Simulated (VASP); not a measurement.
## Fe: single point with PBE

Crystal: Fe.

```
CELL_PARAMETERS angstrom
2.46059 0.00000 0.00000
-1.23029 2.13093 0.00000
0.00000 0.00000 3.88971
ATOMIC_POSITIONS crystal
Fe 0.33333 0.66667 0.75000
Fe 0.66667 0.33333 0.25000
```

* Program: VASP 6.6.1
* Task: single point
* Functional: PBE
* Potentials or basis: VASP PAW PBE potentials, release 64 (Fe)
* Cutoff: 520 eV
* k mesh: 27 × 27 × 14
* Occupations: gaussian, width 0.1 eV
* Spin: no spin polarisation
* Dipole correction: no
* Further INCAR settings: ALGO = Normal; EDIFF = 1e-06; NBANDS = 15

- Pressure: -0.7 GPa
- Band gap on the k mesh: zero (band 8 reaches 7.80 eV, above the bottom of band 9 at 5.89 eV)

Stress tensor (GPa, compression positive):
```
-0.59  0.00  0.00
 0.00 -0.59  0.00
 0.00  0.00 -0.80
```

Levels at points of the mesh, in eV from the Fermi level:
```csv
k point,band 5,band 6,band 7,band 8,band 9,band 10,band 11,band 12
"(0.00, 0.00, 0.00)",-1.52,-1.18,-1.18,-0.84,-0.84,0.54,0.71,0.71
"(0.00, 0.00, 0.50)",-1.77,-1.77,-1.77,-1.77,0.32,0.32,0.32,0.32
```

Wall time 2.1 min on 1 thread of AMD EPYC 7R43 64-Core Processor (Zen 3), with other jobs on the host, peak memory 0.23 GiB.

Caveat: the run has no spin polarisation, though such a crystal can be magnetic. Spin polarisation is off, so any magnetic state and its effect on volume and gap are missing.
